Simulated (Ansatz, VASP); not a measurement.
## Two plane-wave programs on SnTe5

```
CELL_PARAMETERS angstrom
0.00000 4.55276 4.55276
4.55276 0.00000 4.55276
4.55276 4.55276 0.00000
ATOMIC_POSITIONS crystal
Sn 0.00000 0.00000 0.00000
Te 0.75000 0.75000 0.75000
Te 0.37597 0.37597 0.87208
Te 0.37597 0.87208 0.37597
Te 0.37597 0.37597 0.37597
Te 0.87208 0.37597 0.37597
```

Change from the starting cell: species swapped into the ErCu5 type (F-43m, No. 216).

Alike in both runs: task single point; functional PBE; k mesh 4 × 4 × 4; occupations gaussian, width 0.1 eV; no spin polarisation.

|  | VASP | Ansatz |
| --- | --- | --- |
| version | VASP 6.6.1 | Ansatz 0.2.0 |
| potentials or method | VASP PAW PBE potentials, release 64 (Sn_d, Te), cutoff 520 eV | scalar-relativistic, plane waves, PAW |
| valence electrons in the cell | 44 | 94 |

```tsv
	VASP	Ansatz	Ansatz less VASP
gap on the k mesh at the Fermi level (eV)	none	none	-
pressure (GPa)	-0.8	-0.7	+0.06
rms of the force components (eV/Å)	0.045	0.044	-0.0008
```

Atom by atom the forces differ by 0.001 eV/Å (rms over components). A gap of «none» marks a metal or a gap that the smearing closes. VASP's potentials hold 44 valence electrons a cell and Ansatz's 94, so a difference there can come from the potentials and not from the codes.

Spin-orbit coupling is off throughout.
